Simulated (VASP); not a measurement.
# CuO (Cc) in VASP: notebook, part 2 of 2

VASP 6.6.1. The steps go on from the part before.

## (3) Single point, LDA

This run uses another cell than the first one, of 10.57 Å³/atom.

Contents of INCAR:

```
  PREC = Accurate
  ENCUT = 820
  EDIFF = 1E-6
  ISMEAR = -1
  SIGMA = 0.05
  LREAL = False
  LASPH = True
  NELM = 120
  ALGO = Normal
  ISIF = 2
  LWAVE = False
  LCHARG = True
  GGA = CA
  LELF = True
  LVHAR = True
  NBANDS = 33
  GGA_COMPAT = False
```

Contents of KPOINTS:

```
Automatic mesh
0
Gamma
  10 10 5
```

Contents of POSCAR:

```
CuO
1.0
    2.3755041962     -1.7359473225      0.0000000000
    2.3755041962      1.7359473225      0.0000000000
   -0.8718787375      0.0000000000      5.1260155593
Cu O
2 2
Direct
    0.4968000000      0.0032000000      0.5000000000
    0.0032000000      0.4968000000      0.0000000000
    0.4056000000      0.5714000000      0.7537000000
    0.5714000000      0.4056000000      0.2537000000
```

Potentials or basis: VASP PAW LDA potentials, release 64 (Cu_sv_GW, O).

Launch:

```sh
cat potpaw_LDA.64/Cu_sv_GW/POTCAR potpaw_LDA.64/O/POTCAR > POTCAR
mpirun -np 1 vasp_std > vasp.out
```

OUTCAR:

```text
PREC = Accurate
   ENCUT = 820
   EDIFF = 1E-6
   ISMEAR = -1
   LREAL = False
   LASPH = True
   NELM = 120
   ISIF = 2
   GGA = CA

 ion  position               nearest neighbor table
   1  0.497  0.003  0.500-   4 1.93   3 1.96   4 2.00   3 2.05
   2  0.003  0.497  0.000-   3 1.93   4 1.96   3 2.00   4 2.05
   3  0.406  0.571  0.754-   2 1.93   1 1.96   2 2.00   1 2.05
   4  0.571  0.406  0.254-   1 1.93   2 1.96   1 2.00   2 2.05

  LATTYP: Found a base centered monoclinic cell.
 ALAT       =     4.7510083924
 B/A-ratio  =     0.7307700510
 C/A-ratio  =     1.0944277397
 COS(beta)  =    -0.1676807457

  Lattice vectors:

 A1 = (   2.3755041962,  -1.7359473225,   0.0000000000)
 A2 = (   2.3755041962,   1.7359473225,   0.0000000000)
 A3 = (  -0.8718787375,   0.0000000000,   5.1260155593)

Analysis of symmetry for initial positions (statically):
=====================================================================
 Subroutine PRICEL returns:
 Original cell was already a primitive cell.

 Routine SETGRP: Setting up the symmetry group for a
 base centered monoclinic supercell.

 Subroutine GETGRP returns: Found  2 space group operations
 (whereof  1 operations were pure point group operations)
 out of a pool of  4 trial point group operations.

The static configuration has the point symmetry C_1 .
 The point group associated with its full space group is C_1h.

Analysis of symmetry for dynamics (positions and initial velocities):
=====================================================================
 Subroutine PRICEL returns:
 Original cell was already a primitive cell.

 Routine SETGRP: Setting up the symmetry group for a
 base centered monoclinic supercell.

 Subroutine GETGRP returns: Found  2 space group operations
 (whereof  1 operations were pure point group operations)
 out of a pool of  4 trial point group operations.

The dynamic configuration has the point symmetry C_1 .
 The point group associated with its full space group is C_1h.

 Subroutine INISYM returns: Found  2 space group operations
[... 121 lines left out ...]
     AMIX_MAG =   1.60;   BMIX_MAG =  1.00
  volume/ion in A,a.u.               =      10.57        71.32
  Fermi-wavevector in a.u.,A,eV,Ry     =   1.731267  3.271620 40.780549  2.997286
  Thomas-Fermi vector in A             =   2.805666
   LORBIT       =      0    0 simple, 1 ext, 2 COOP (PROOUT), +10 PAW based schemes
   GGA     = CA    functional components
   LHFCALC =     F    Hartree Fock is set to
   AEXX    =    0.0000 exact exchange contribution
   IVDW    =     0    specifies the selected vdW correction
   LEPSILON=     F    determine dielectric tensor
   LRPA    =     F    only Hartree local field effects (RPA)
 non-spin polarized calculation
  energy-cutoff  :      820.00
  volume of cell :       42.28
 maximum number of plane-waves:      2269
   NGX = 13   NGY = 13   NGZ = 25

 number of electron      50.0000006 magnetization

 Free energy of the ion-electron system (eV)
  ---------------------------------------------------
  ext. energy  EPLUGINS =         0.00000000
  ---------------------------------------------------
  free energy    TOTEN  =       -23.30943904 eV

  energy without entropy =      -23.28965160  energy(sigma->0) =      -23.29954532

 E-fermi :   4.7547     XC(G=0): -12.6011

 val. band max:        4.7514593931   @ k =  -0.4000   0.2000   0.4000
 cond. band min:       4.7637065027   @ k =   0.5000   0.2000   0.4000
 fundamental gap:      0.0122471096
 Fermi energy:         4.7547109110

 k-point     1 :       0.0000    0.0000    0.0000
  band No.  band energies     occupation
      1    -106.5929      2.00000
      2    -106.5924      2.00000
      3     -64.7038      2.00000
      4     -64.7035      2.00000
      5     -64.6767      2.00000
      6     -64.6687      2.00000
[... 853 lines left out ...]
     32      17.6346      0.00000
     33      18.7996      0.00000

 [... further k-points ...]

------------------------ aborting loop because EDIFF is reached ----------------------------------------

  FORCE on cell =-STRESS in cart. coord.  units (eV):
  Direction    XX          YY          ZZ          XY          YZ          ZX
  --------------------------------------------------------------------------------------
  -------------------------------------------------------------------------------------
  Total       -4.4149304     -2.8529266     -5.0724121      0.0000000      0.0000000      0.1584803
  in kB     -167.3139615   -108.1182279   -192.2307450      0.0000000      0.0000000      6.0059763
  external PRESSURE =    -155.8876448 kB  Pullay stress =       0.0000000 kB

 VOLUME and BASIS-vectors are now :
 -----------------------------------------------------------------------------
  energy-cutoff  :      820.00
  volume of cell :       42.28
      direct lattice vectors                 reciprocal lattice vectors
     2.375504196 -1.735947322  0.000000000     0.210481632 -0.288027173  0.035800605
     2.375504196  1.735947322  0.000000000     0.210481632  0.288027173  0.035800605
    -0.871878738  0.000000000  5.126015559     0.000000000  0.000000000  0.195083294

 POSITION                                       TOTAL-FORCE (eV/Angst)
 -----------------------------------------------------------------------------------
      0.75181     -0.85686      2.56301        -0.494842     -0.237893      0.179550
      1.18775      0.85686      0.00000        -0.494842      0.237893      0.179550
      1.66373      0.28782      3.86348         0.494842     -0.594324     -0.179550
      2.09967     -0.28782      1.30047         0.494842      0.594324     -0.179550
 -----------------------------------------------------------------------------------
    total drift:                               -0.000230      0.000000      0.000247

  FREE ENERGIE OF THE ION-ELECTRON SYSTEM (eV)
  ---------------------------------------------------
  free  energy   TOTEN  =       -23.3094390440 eV

  energy  without entropy=      -23.2896516012  energy(sigma->0) =      -23.29954532
```

Run time: 12 min. Hardware: 1 thread of AMD EPYC, shared host; peak memory 0.41 GiB.

What came out:

```
Free energy            : -23.3094 eV
Pressure               : -15.6 GPa
Largest force          : 0.794 eV/Å
Band gap on the k mesh : zero (bands 25 and 26 overlap by 0.60 eV)
```

Forces in eV/Å, atoms in the order of the input:
```
Cu  -0.495 -0.238  0.180
Cu  -0.495  0.238  0.180
O    0.495 -0.594 -0.180
O    0.495  0.594 -0.180
```

Stress tensor (GPa, compression positive):
```
-16.73   0.00   0.60
  0.00 -10.81   0.00
  0.60   0.00 -19.22
```

Levels at points of the mesh, in eV from the Fermi level:
```csv
k point,band 22,band 23,band 24,band 25,band 26,band 27,band 28,band 29
"(0.00, 0.00, 0.00)",-2.08,-2.01,-1.54,0.23,0.89,1.56,5.89,7.79
"(0.50, 0.00, 0.00)",-1.49,-1.39,-1.31,-0.04,0.29,4.75,6.03,6.66
"(0.50, 0.50, 0.00)",-2.00,-1.64,-1.14,-0.60,1.02,3.34,6.72,8.33
```

Caveat: the stress differs along the axes, from -19 to -11 GPa; semilocal functionals often make such compounds metallic where correlation or magnetic order opens a gap, which also shifts bond lengths.

## (4) Single point, LDA

Contents of INCAR:

```
SYSTEM = CuO
PREC = Accurate ; ENCUT = 820
EDIFF = 1E-6 ; ISMEAR = -1
SIGMA = 0.05 ; LREAL = .False.
LASPH = .True. ; NELM = 120
ALGO = Normal ; ISIF = 2
LWAVE = .False. ; LCHARG = .True.
GGA = CA ; LELF = .True.
LVHAR = .True. ; NBANDS = 33
GGA_COMPAT = .False.
```

Contents of KPOINTS:

```
regular mesh
0
Gamma
  10 10 5
  0 0 0
```

Contents of POSCAR:

```
CuO
1.0
    2.3289136198     -1.7019003246      0.0000000000
    2.3289136198      1.7019003246      0.0000000000
   -0.8547786486      0.0000000000      5.0254794206
Cu O
2 2
Direct
    0.4968000000      0.0032000000      0.5000000000
    0.0032000000      0.4968000000      0.0000000000
    0.4056000000      0.5714000000      0.7537000000
    0.5714000000      0.4056000000      0.2537000000
```

Launch:

```sh
cat potpaw_LDA.64/Cu_sv_GW/POTCAR potpaw_LDA.64/O/POTCAR > POTCAR
mpirun -np 1 vasp_std > vasp.out
```

Wall time 5.8 min (1 thread of Intel Xeon Platinum 8375C at 2.90GHz (Ice Lake), shared host); peak memory 0.43 GiB.

Results (log left out):

| Quantity | Value |
| --- | --- |
| Free energy | -23.4655 eV |
| Pressure | -6.3 GPa |
| Largest force | 0.797 eV/Å |
| Band gap on the k mesh | zero (bands 25 and 26 overlap by 0.60 eV) |

Forces on the atoms (eV/Å):
```
Cu  -0.627 -0.337  0.239
Cu  -0.627  0.337  0.239
O    0.627 -0.430 -0.239
O    0.627  0.430 -0.239
```

Stress tensor (GPa, compression positive):
```
-7.05  0.00 -0.83
 0.00 -3.65  0.00
-0.83  0.00 -8.26
```

Levels at points of the mesh, in eV from the Fermi level:
```tsv
k point	band 23	band 24	band 25	band 26	band 27	band 28
(0.00, 0.00, 0.00)	-2.19	-1.67	0.23	0.94	1.77	5.95
(0.50, 0.00, 0.00)	-1.52	-1.42	-0.04	0.28	4.73	6.27
(0.50, 0.50, 0.00)	-1.70	-1.23	-0.65	1.09	3.18	6.94
```

Caveat: the cell stands under tension; semilocal functionals often make such compounds metallic where correlation or magnetic order opens a gap, which also shifts bond lengths.

## (5) Overview

```tsv
level	potentials or basis	cell	k mesh	gap on the mesh (eV)	pressure (GPa)	largest force (eV/Å)
PBE	VASP PAW PBE potentials, release 64 (Cu_sv_GW, O)	a = 2.875, b = 2.875, c = 5.131 Å, angles 97.7, 97.7, 72.3°, 4 atoms, atomic positions A	8 × 8 × 5	none	9.1	0.01
LDA	VASP PAW LDA potentials, release 64 (Cu_sv_GW, O)	a = 2.942, b = 2.942, c = 5.200 Å, angles 97.8, 97.8, 72.3°, 4 atoms, atomic positions B	10 × 10 × 5	none	-15.6	0.79
LDA	VASP PAW LDA potentials, release 64 (Cu_sv_GW, O)	a = 2.884, b = 2.884, c = 5.098 Å, angles 97.8, 97.8, 72.3°, 4 atoms, atomic positions B	10 × 10 × 5	none	-6.3	0.80
```

Alike in all rows: task single point; no spin polarisation; cutoff (eV) 820; smearing fermi-dirac 0.05 eV.

Caveats: semilocal functionals often make such compounds metallic where correlation or magnetic order opens a gap, which also shifts bond lengths; the cell stands under pressure (at least some runs); semilocal functionals underestimate gaps, and a narrow one can read as zero (at least some runs); the stress differs along the axes, from -19 to -11 GPa (at least some runs); the cell stands under tension (at least some runs).

Absolute energies hang on the potentials; compare differences alone.

The gap in the log of VASP goes by the Fermi energy; the results here count the filled bands.